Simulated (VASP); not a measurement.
Rb3Pt: single point with PBE

Crystal: Rb3Pt.

```
Rb Pt
1.0
     5.49879    0.00000    0.00000
     0.00000    5.49879    0.00000
     0.00000    0.00000    5.49879
Rb Pt
3 1
Direct
  0.00000 0.00000 0.50000
  0.00000 0.50000 0.00000
  0.50000 0.00000 0.00000
  0.50000 0.50000 0.50000
```

```json
{"Program": "VASP 6.6.1", "Task": "single point", "Functional": "PBE", "Potentials or basis": "VASP PAW PBE potentials, release 64 (Rb_sv, Pt)", "Cutoff": "520 eV", "k mesh": "2 × 2 × 2", "Occupations": "methfessel-paxton, width 0.1 eV", "Spin": "no spin polarisation"}
```

```yaml
Pressure: -0.3 GPa
```

Levels at points of the mesh, in eV from the Fermi level:
```csv
k point,band 14,band 15,band 16,band 17,band 18,band 19,band 20,band 21,band 22,band 23
"(0.00, 0.00, 0.00)",-0.72,-0.72,-0.53,-0.53,-0.53,-0.08,3.25,3.25,3.36,3.36
"(0.50, 0.00, 0.00)",-0.54,-0.48,-0.40,-0.40,-0.32,-0.30,1.50,2.68,2.68,3.42
"(0.50, 0.50, 0.00)",-0.60,-0.43,-0.40,-0.40,-0.27,0.99,0.99,1.49,2.51,3.52
"(0.50, 0.50, 0.50)",-0.68,-0.68,-0.68,-0.31,-0.31,2.11,2.11,2.11,2.53,2.53
```

Wall time 12 s on 1 thread of Intel(R) Xeon(R) 6975P-C (Granite Rapids) (shared host), peak memory 0.24 GiB.

Caveat: the k points lie up to 0.57 Å⁻¹ apart; spin-orbit coupling is left out, which moves the levels of the heavy elements.
